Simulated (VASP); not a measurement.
Here is a VASP 6.6.1 calculation.

Contents of INCAR:

```
  ALGO = Normal
  DIPOL = 0.5 0.5 0.327
  EDIFF = 1E-7
  EDIFFG = -0.025
  ENCUT = 520
  GGA = PE
  IBRION = 2
  IDIPOL = 3
  ISIF = 2
  ISMEAR = 0
  ISPIN = 2
  IVDW = 12
  KPAR = 4
  LASPH = True
  LCHARG = False
  LDIPOL = True
  LORBIT = 11
  LREAL = False
  LWAVE = False
  MAGMOM = 0 0 0 0 2
  NELM = 150
  NSW = 36
  PREC = Accurate
  SIGMA = 0.05
```

Contents of KPOINTS:

```
k-points
0
Gamma
  7 7 1
```

The input POSCAR:

```
Sn2CO2
1.0
    3.8201708766      0.0000000000      0.0000000000
    0.0000000000      3.8201708766      0.0000000000
    0.0000000000      0.0000000000     17.8630360333
Sn O C
2 2 1
Selective dynamics
Direct
    0.5000000000      0.0000000000      0.2239261004  F F F
    0.0000000000      0.5000000000      0.3562124614  F F F
    0.0000000000      0.0000000000      0.2900692809  F F F
    0.5000000000      0.5000000000      0.2900692809  F F F
    0.0000000000      0.5000000000      0.4771325556  F F T
```

Potentials or basis: VASP PAW PBE potentials, release 64 (Sn_d, O, C).

The run is started by

```sh
$ cat potpaw_PBE.64/Sn_d/POTCAR potpaw_PBE.64/O/POTCAR potpaw_PBE.64/C/POTCAR > POTCAR
$ mpirun -np 4 vasp_std > vasp.out
```

Problem. Estimate the site moments.

Solution. Sn +0.01, +0.08; O +0.01; C +0.82 μB.

Problem. What does it give for the band gap on the k mesh?

Solution. 0.37 eV.

Step by step:
```csv
step,energy change (eV),largest force on free atoms (eV/Å),pressure (GPa)
1,0.0000,0.0498,0.14
2,-0.0001,0.0261,0.13
3,-0.0001,0.0004,0.12
```

Caveat: semilocal functionals underestimate gaps, and a narrow one can read as zero; spin-orbit coupling is left out, which moves the levels of the heavy elements.
